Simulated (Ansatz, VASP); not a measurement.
## One calculation of Y2MgC2, two programs

```xyz
5
Lattice="2.4049 1.3885 4.9445 -2.4049 1.3885 4.9445 0.0000 -2.7769 4.9445" Properties=species:S:1:pos:R:3 pbc="T T T"
Y     0.0000    0.0000    3.9768
Y     0.0000    0.0000   10.8568
Mg    0.0000    0.0000    7.4168
C     0.0000    0.0000   13.0556
C     0.0000    0.0000    1.7780
```

Alike in both runs: task relaxation of cell and atoms; functional PBE; k mesh 6 × 6 × 6; occupations gaussian, width 0.1 eV; no spin polarisation.

|  | VASP | Ansatz |
| --- | --- | --- |
| version | VASP 6.6.1 | Ansatz 0.2.0 |
| potentials or method | VASP PAW PBE potentials, release 64 (Y_sv, Mg, C), cutoff 600 eV | scalar-relativistic, plane waves, PAW |
| valence electrons in the cell | 32 | 40 |

Ansatz gave:

* gap on the k mesh at the Fermi level, each at its own relaxed structure (eV): none
* relaxed volume (Å³/atom): 19.71
* relaxed length of the cell vector where the two differ most in proportion (Å): 8.652

Problem. Which values does VASP return?

Solution. gap on the k mesh at the Fermi level, each at its own relaxed structure (eV): none; relaxed volume (Å³/atom): 18.81; relaxed length of the cell vector where the two differ most in proportion (Å): 8.016.

A gap of «none» marks a metal or a gap that the smearing closes. One of these differences is far larger than is usual between the two programs; its cause wasn't traced. VASP's potentials hold 32 valence electrons a cell and Ansatz's 40, so a difference there can come from the potentials and not from the codes.
